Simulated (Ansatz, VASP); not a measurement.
**Two plane-wave programs on CoSn2**

```xyz
6
Lattice="-3.1825 3.1825 2.7285 3.1825 -3.1825 2.7285 3.1825 3.1825 -2.7285" Properties=species:S:1:pos:R:3 pbc="T T T"
Co    0.0000    0.0000    1.3642
Co    0.0000    0.0000    4.0927
Sn    1.0057    4.1882    0.0000
Sn    2.1768    1.0057    0.0000
Sn    2.1768   -1.0057    2.7285
Sn    1.0057    2.1768    2.7285
```

Alike in both runs: task single point; functional PBEsol; k mesh 8 × 8 × 8; occupations gaussian, width 0.1 eV; no spin polarisation.

|  | VASP | Ansatz |
| --- | --- | --- |
| version | VASP 6.6.1 | Ansatz 0.2.0 |
| potentials or method | VASP PAW PBE potentials, release 64 (Co, Sn_d), cutoff 520 eV | scalar-relativistic, plane waves, PAW |
| valence electrons in the cell | 74 | 90 |

Ansatz gave:

```
gap on the k mesh at the Fermi level (eV)                     : none
pressure (GPa)                                                : -4.1
traceless stress, the component that is largest in VASP (GPa) : -0.41
rms of the force components (eV/Å)                            : 0.412
```

Problem. What did VASP give for the same quantities?

Solution. gap on the k mesh at the Fermi level (eV): none; pressure (GPa): -4.1; traceless stress, the component that is largest in VASP (GPa): -0.40; rms of the force components (eV/Å): 0.413.

VASP's potentials were made for PBE, not for PBEsol. Atom by atom the forces differ by 0.002 eV/Å (rms over components). A gap of «none» marks a metal or a gap that the smearing closes. VASP's potentials hold 74 valence electrons a cell and Ansatz's 90, so a difference there can come from the potentials and not from the codes.
